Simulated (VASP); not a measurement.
# Bi in VASP: further runs

The runs below take Bi through single point, with PBEsol.

Everything below comes from runs of VASP 6.6.1. Logs are shortened: lines on timing, memory, paths and dates and some standing lists are left out, and cuts for length are marked.

## Step 1: The cell of the first run

The structure is monoclinic, space group P2_1/m (No. 11). The conventional cell has a = 4.539 Å, b = 11.829 Å, c = 4.539 Å, α = 90.00°, β = 120.00°, γ = 90.00°.

## Step 2: Single point, PBEsol (one atom moved)

File INCAR:

```
SYSTEM = Bi
  PREC = Accurate
  ENCUT = 520
  EDIFF = 1E-7
  ISMEAR = 0
  SIGMA = 0.1
  LREAL = .FALSE.
  LASPH = .TRUE.
  NELM = 100
  ALGO = Normal
  ISIF = 2
  LWAVE = .FALSE.
  LCHARG = .FALSE.
  GGA = PS
  NBANDS = 22
```

File KPOINTS:

```
regular mesh
0
G
  9 9 4
  0 0 0
```

File POSCAR:

```
Bi
1.0
    4.5390002997      0.0000000000      0.0000000000
   -2.2695001499      3.9308895674      0.0000000000
    0.0000000000      0.0000000000     11.8290000000
Bi
2
Direct
    0.3432474106      0.6666666667      0.2500000000
    0.6666666667      0.3333333333      0.7500000000
```

Potentials or basis: VASP PAW PBE potentials, release 64 (Bi_d).

Started as:

```bash
> cat potpaw_PBE.64/Bi_d/POTCAR > POTCAR
> mpirun -np 1 vasp_std > vasp.out
```

OUTCAR:

```text
SYSTEM = Bi
   PREC = Accurate
   ENCUT = 520
   EDIFF = 1E-7
   ISMEAR = 0
   LREAL = .FALSE.
   LASPH = .TRUE.
   NELM = 100
   ISIF = 2
   GGA = PS

 ion  position               nearest neighbor table
   1  0.343  0.667  0.250-
   2  0.667  0.333  0.750-

  LATTYP: Found a hexagonal cell.
 ALAT       =     4.5390002997
 C/A-ratio  =     2.6060804624

  Lattice vectors:

 A1 = (   4.5390002997,   0.0000000000,   0.0000000000)
 A2 = (  -2.2695001499,   3.9308895674,   0.0000000000)
 A3 = (   0.0000000000,   0.0000000000,  11.8290000000)

Analysis of symmetry for initial positions (statically):
=====================================================================
 Subroutine PRICEL returns:
 Original cell was already a primitive cell.

 Routine SETGRP: Setting up the symmetry group for a
 hexagonal supercell.

 Subroutine GETGRP returns: Found  4 space group operations
 (whereof  1 operations were pure point group operations)
 out of a pool of 24 trial point group operations.

The static configuration has the point symmetry C_1 .
 The point group associated with its full space group is C_2h.

Analysis of symmetry for dynamics (positions and initial velocities):
=====================================================================
 Subroutine PRICEL returns:
 Original cell was already a primitive cell.

 Routine SETGRP: Setting up the symmetry group for a
 hexagonal supercell.

 Subroutine GETGRP returns: Found  4 space group operations
 (whereof  1 operations were pure point group operations)
 out of a pool of 24 trial point group operations.

The dynamic configuration has the point symmetry C_1 .
 The point group associated with its full space group is C_2h.

 Subroutine INISYM returns: Found  4 space group operations
 (whereof  1 operations are pure point group operations),
 and found     1 'primitive' translations

----------------------------------------------------------------------------------------

                                     Primitive cell

  volume of cell :     211.0567

  direct lattice vectors                    reciprocal lattice vectors
     4.539000300  0.000000000  0.000000000     0.220312830  0.127197672  0.000000000
    -2.269500150  3.930889567  0.000000000     0.000000000  0.254395343  0.000000000
     0.000000000  0.000000000 11.829000000     0.000000000  0.000000000  0.084538000

  length of vectors
     4.539000300  4.539000300 11.829000000     0.254395343  0.254395343  0.084538000

  position of ions in fractional coordinates (direct lattice)
     0.343247411  0.666666667  0.250000000
     0.666666667  0.333333333  0.750000000

  ion indices of the primitive-cell ions
   primitive index   ion index
                 1           1
                 2           2

----------------------------------------------------------------------------------------

 KPOINTS: regular mesh

Automatic generation of k-mesh.
 Grid dimensions read from file:
 generate k-points for:    9    9    4

 Generating k-lattice:

  Cartesian coordinates                     Fractional coordinates (reciprocal lattice)
     0.024479203  0.014133075  0.000000000     0.111111111 -0.000000000  0.000000000
     0.000000000  0.028266149  0.000000000     0.000000000  0.111111111  0.000000000
     0.000000000  0.000000000  0.021134500     0.000000000  0.000000000  0.250000000

  Length of vectors
     0.028266149  0.028266149  0.021134500

  Shift w.r.t. Gamma in fractional coordinates (k-lattice)
     0.000000000  0.000000000  0.000000000

 Subroutine IBZKPT returns following result:
 ===========================================

 Found    123 irreducible k-points:

 Following reciprocal coordinates:
            Coordinates               Weight
  0.000000  0.000000  0.000000      1.000000
  0.111111  0.000000  0.000000      2.000000
  0.000000  0.111111  0.000000      2.000000
 -0.111111  0.111111  0.000000      2.000000
  0.222222 -0.000000  0.000000      2.000000
  0.000000  0.222222  0.000000      2.000000
[... 16 lines left out ...]
  0.333333  0.111111  0.000000      2.000000
 -0.111111  0.444444  0.000000      2.000000
 [... further k-points ...]
   k-points           NKPTS =    123   k-points in BZ     NKDIM =    123   number of bands    NBANDS=     22
   number of dos      NEDOS =    301   number of ions     NIONS =      2
   total plane-waves  NPLWV = 116640
   dimension x,y,z NGX =    36 NGY =   36 NGZ =   90
   dimension x,y,z NGXF=    72 NGYF=   72 NGZF=  180
   ions per type =               2
   NGX,Y,Z   is equivalent  to a cutoff of  13.19, 13.19, 12.65 a.u.
   NGXF,Y,Z  is equivalent  to a cutoff of  26.37, 26.37, 25.30 a.u.
 SYSTEM =  Bi
   PREC   = accura    normal or accurate (medium, high low for compatibility)
   ISTART =      0    job   : 0-new  1-cont  2-samecut
   ICHARG =      2    charge: 1-file 2-atom 10-const
   ISPIN  =      1    spin polarized calculation?
   LNONCOLLINEAR =      F non collinear calculations
   LSORBIT =      F    spin-orbit coupling
   LASPH  =      T    aspherical Exc in radial PAW
   ENCUT  =  520.0 eV  38.22 Ry    6.18 a.u.   8.44  8.44 21.99*2*pi/ulx,y,z
   NELM   =    100;   NELMIN=  2; NELMDL= -5     # of ELM steps
   EDIFF  = 0.1E-06   stopping-criterion for ELM
   LREAL  =      F    real-space projection
   EDIFFG = 0.1E-05   stopping-criterion for IOM
   NSW    =      0    number of steps for IOM
   IBRION =     -1    ionic relax: 0-MD 1-quasi-New 2-CG
   NFREE  =      0    steps in history (QN), initial steepest desc. (CG)
   ISIF   =      2    stress and relaxation
   ISYM   =      2    0-nonsym 1-usesym 2-fastsym
   POTIM  = 0.5000    time-step for ionic-motion
   TEBEG  =    0.0;   TEEND  =   0.0 temperature during run
   PSTRESS=    0.0 pullay stress
   NELECT =      30.0000    total number of electrons
   NUPDOWN=      -1.0000    fix difference up-down
   EMIN   =  10.00;   EMAX   =-10.00  energy-range for DOS
   EFERMI =   0.00;   METHOD = LEGACY
   ISMEAR =     0;   SIGMA  =   0.10  broadening in eV -4-tet -1-fermi 0-gaus
   EFERMI_NEDOS =   21; number of points for ismear=-14 and -15
   IALGO  =     38    algorithm
   IMIX   =      4    mixing-type and parameters
     AMIX     =   0.40;   BMIX     =  1.00
     AMIX_MAG =   1.60;   BMIX_MAG =  1.00
  volume/ion in A,a.u.               =     105.53       712.14
  Fermi-wavevector in a.u.,A,eV,Ry     =   0.854376  1.614536  9.931679  0.729958
  Thomas-Fermi vector in A             =   1.970962
   LORBIT       =      0    0 simple, 1 ext, 2 COOP (PROOUT), +10 PAW based schemes
   GGA     = PS    functional components
   LHFCALC =     F    Hartree Fock is set to
   AEXX    =    0.0000 exact exchange contribution
   IVDW    =     0    specifies the selected vdW correction
   LEPSILON=     F    determine dielectric tensor
   LRPA    =     F    only Hartree local field effects (RPA)
 non-spin polarized calculation
 Gauss-broadening in eV      SIGMA  =   0.10
  energy-cutoff  :      520.00
  volume of cell :      211.06
 maximum number of plane-waves:      5785
 NGX is ok and might be reduce to    36
   NGX = 17   NGY = 17   NGZ = 43

 number of electron      29.9999994 magnetization

 Free energy of the ion-electron system (eV)
  ---------------------------------------------------
  ext. energy  EPLUGINS =         0.00000000
  ---------------------------------------------------
  free energy    TOTEN  =        -3.38674385 eV

  energy without entropy =       -3.35146529  energy(sigma->0) =       -3.36910457

 E-fermi :  -1.1490     XC(G=0):  -5.4254

 val. band max:       -1.1728853198   @ k =  -0.3333   0.4444  -0.2500
 cond. band min:      -1.1355984797   @ k =   0.4444  -0.0000   0.0000
 fundamental gap:      0.0372868402
 Fermi energy:        -1.1490428167

 k-point     1 :       0.0000    0.0000    0.0000
  band No.  band energies     occupation
      1     -23.9241      2.00000
      2     -23.9241      2.00000
      3     -23.9200      2.00000
      4     -23.9199      2.00000
      5     -23.9199      2.00000
      6     -23.9199      2.00000
[... 14 lines left out ...]
     21       4.5240      0.00000
     22       4.7134      0.00000

 k-point     2 :       0.1111    0.0000    0.0000
  band No.  band energies     occupation
      1     -23.9237      2.00000
      2     -23.9237      2.00000
      3     -23.9202      2.00000
      4     -23.9202      2.00000
      5     -23.9200      2.00000
      6     -23.9200      2.00000
[... 14 lines left out ...]
     21       4.6671      0.00000
     22       4.9374      0.00000

 k-point     3 :       0.0000    0.1111    0.0000
  band No.  band energies     occupation
      1     -23.9237      2.00000
      2     -23.9237      2.00000
      3     -23.9202      2.00000
      4     -23.9202      2.00000
      5     -23.9200      2.00000
      6     -23.9200      2.00000
[... 14 lines left out ...]
     21       4.6677      0.00000
     22       4.9367      0.00000

 k-point     4 :      -0.1111    0.1111    0.0000
  band No.  band energies     occupation
      1     -23.9237      2.00000
      2     -23.9237      2.00000
      3     -23.9202      2.00000
      4     -23.9202      2.00000
      5     -23.9200      2.00000
      6     -23.9200      2.00000
[... 14 lines left out ...]
     21       4.6682      0.00000
     22       4.9361      0.00000

 k-point     5 :       0.2222   -0.0000    0.0000
  band No.  band energies     occupation
      1     -23.9228      2.00000
      2     -23.9228      2.00000
      3     -23.9209      2.00000
      4     -23.9209      2.00000
      5     -23.9202      2.00000
      6     -23.9202      2.00000
[... 14 lines left out ...]
     21       4.5936      0.00000
     22       5.1772      0.00000

 k-point     6 :       0.0000    0.2222    0.0000
  band No.  band energies     occupation
      1     -23.9228      2.00000
      2     -23.9228      2.00000
      3     -23.9209      2.00000
      4     -23.9209      2.00000
      5     -23.9202      2.00000
      6     -23.9202      2.00000
[... 14 lines left out ...]
     21       4.5935      0.00000
     22       5.1758      0.00000

 k-point     7 :      -0.2222    0.2222    0.0000
  band No.  band energies     occupation
      1     -23.9228      2.00000
      2     -23.9228      2.00000
      3     -23.9209      2.00000
      4     -23.9209      2.00000
      5     -23.9202      2.00000
      6     -23.9202      2.00000
[... 324 lines left out ...]
      6     -23.9204      2.00000
[... 14 lines left out ...]
     21       5.0271      0.00000
     22       5.2900      0.00000

 k-point    21 :       0.1111    0.2222    0.0000
  band No.  band energies     occupation
      1     -23.9221      2.00000
      2     -23.9221      2.00000
      3     -23.9214      2.00000
      4     -23.9214      2.00000
      5     -23.9204      2.00000
      6     -23.9204      2.00000
[... 14 lines left out ...]
     21       5.0279      0.00000
     22       5.3052      0.00000

 k-point    22 :       0.3333   -0.1111    0.0000
  band No.  band energies     occupation
      1     -23.9221      2.00000
      2     -23.9221      2.00000
      3     -23.9214      2.00000
      4     -23.9214      2.00000
      5     -23.9204      2.00000
      6     -23.9204      2.00000
[... 14 lines left out ...]
     21       5.0292      0.00000
     22       5.3168      0.00000

 k-point    23 :       0.3333    0.1111    0.0000
  band No.  band energies     occupation
      1     -23.9220      2.00000
      2     -23.9220      2.00000
      3     -23.9216      2.00000
      4     -23.9216      2.00000
      5     -23.9207      2.00000
      6     -23.9206      2.00000
[... 14 lines left out ...]
     21       4.6730      0.00000
     22       4.6970      0.00000

 k-point    24 :      -0.1111    0.4444    0.0000
  band No.  band energies     occupation
      1     -23.9220      2.00000
      2     -23.9220      2.00000
      3     -23.9216      2.00000
      4     -23.9216      2.00000
      5     -23.9206      2.00000
      6     -23.9206      2.00000
[... 14 lines left out ...]
     21       4.6506      0.00000
     22       4.6940      0.00000

 [... further k-points ...]
[... 5 lines left out ...]
  --------------------------------------------------------------------------------------
  -------------------------------------------------------------------------------------
  Total       -6.7539271     -6.7545126     -0.5269731      0.0035224      0.0000000      0.0000000
  in kB      -51.2705367    -51.2749811     -4.0003680      0.0267395      0.0000000      0.0000000
  external PRESSURE =     -35.5152953 kB  Pullay stress =       0.0000000 kB

 VOLUME and BASIS-vectors are now :
 -----------------------------------------------------------------------------
  energy-cutoff  :      520.00
  volume of cell :      211.06
      direct lattice vectors                 reciprocal lattice vectors
     4.539000300  0.000000000  0.000000000     0.220312830  0.127197672  0.000000000
    -2.269500150  3.930889567  0.000000000     0.000000000  0.254395343  0.000000000
     0.000000000  0.000000000 11.829000000     0.000000000  0.000000000  0.084538000

 POSITION                                       TOTAL-FORCE (eV/Angst)
 -----------------------------------------------------------------------------------
      0.04500      2.62059      2.95725         0.000057     -0.000016      0.000000
      2.26950      1.31030      8.87175        -0.000057      0.000016     -0.000000
 -----------------------------------------------------------------------------------
    total drift:                               -0.000042      0.000000      0.000000

  FREE ENERGIE OF THE ION-ELECTRON SYSTEM (eV)
  ---------------------------------------------------
  free  energy   TOTEN  =        -3.3867438492 eV

  energy  without entropy=       -3.3514652852  energy(sigma->0) =       -3.36910457
```

Run time: 4.3 min. Hardware: 1 thread of Intel Xeon Platinum 8488C (Sapphire Rapids), shared host; peak memory 0.63 GiB.

Results:

```yaml
Free_energy: -3.3867 eV
Pressure: -3.6 GPa
Band_gap_on_the_k_mesh: zero (band 15 reaches 0.28 eV, above the bottom of band 16 at -1.88 eV)
```

Stress tensor (GPa, compression positive):
```
-5.13  0.00  0.00
 0.00 -5.13  0.00
 0.00  0.00 -0.40
```

Caveat: the cell differs from its parent crystal (one atom moved); the PAW data sets were made with another functional, which shifts forces and pressure a little; spin-orbit coupling is left out, which moves the levels of the heavy elements.

(Part 1 of 3 ends here.)
